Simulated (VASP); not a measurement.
Set up this calculation in VASP 6.6.1, as the native input.

* Task: single point
* Functional: PBE
* Potentials or basis: VASP PAW PBE potentials, release 64 (Na_pv, Cl)
* Cutoff: 520 eV
* k mesh: 2 × 2 × 2
* Occupations: fermi-dirac, width 0.05 eV
* Spin: no spin polarisation
* Dipole correction: no
* Further INCAR settings: LREAL = Auto; ALGO = Normal; EDIFF = 1e-06; NBANDS = 66

The structure of Na7Cl8 (a cell with a defect) lies in POSCAR:

```
Na7Cl8
1.0
    0.0000000000      5.9031470000      5.9031470000
    5.9031470000      0.0000000000      5.9031470000
    5.9031470000      5.9031470000      0.0000000000
Na Cl
7 8
Direct
   -0.0023800864     -0.0104097018      0.1816912233
    0.1254246252      0.5679004775     -0.3201004481
    0.0289506597      0.3916216215      0.4183531259
    0.7366918018     -0.3513380236      0.1738225391
    0.2741842614     -0.0607387890      0.6461214671
    0.4676319258      0.5074242603      0.0079110346
    0.5845780225      0.1789977448      0.6433771681
    0.4702661140      0.1460322774      0.3136547337
    0.1873661625      0.1873153421      0.8634631663
    0.2725834203      0.6572087736      0.2555586029
   -0.2052210457      1.2209504524      0.8066968348
    0.8500804740      0.2533140374      0.3270035457
    0.4640152109      0.6213550162      0.5237968833
    1.1159979584      0.6828222302     -0.0500749854
    0.7054372862      0.7346081675      0.7969986179
```

These files were run (other wordings do the same):

INCAR

```
  ALGO = Normal
  EDIFF = 1E-6
  ENCUT = 520
  GGA = PE
  ISIF = 2
  ISMEAR = -1
  LASPH = T
  LCHARG = T
  LELF = T
  LREAL = Auto
  LVHAR = T
  LWAVE = F
  NBANDS = 66
  NELM = 60
  PREC = Accurate
  SIGMA = 0.05
```

KPOINTS

```
k-points
0
Gamma
  2 2 2
```

Potentials or basis: VASP PAW PBE potentials, release 64 (Na_pv, Cl).

Command:

```sh
$ cat potpaw_PBE.64/Na_pv/POTCAR potpaw_PBE.64/Cl/POTCAR > POTCAR
$ mpirun -np 1 vasp_std > vasp.out
```

It gave:

| Property | Result |
| --- | --- |
| Pressure | 0.9 GPa |
| Largest force | 1.471 eV/Å |
| Band gap on the k mesh | zero (an odd number of electrons rules out a gap without spin polarisation) |

Caveat: the k points lie up to 0.46 Å⁻¹ apart, too coarse for converged energies and pressures of a metal; the atoms stand as in a frame of molecular dynamics; an odd number of electrons without spin polarisation forces a metal; a magnetic or distorted state may lie lower.

Wall time 5.3 min on 1 thread of Intel(R) Xeon(R) 6975P-C (Granite Rapids) (shared host), peak memory 0.59 GiB.
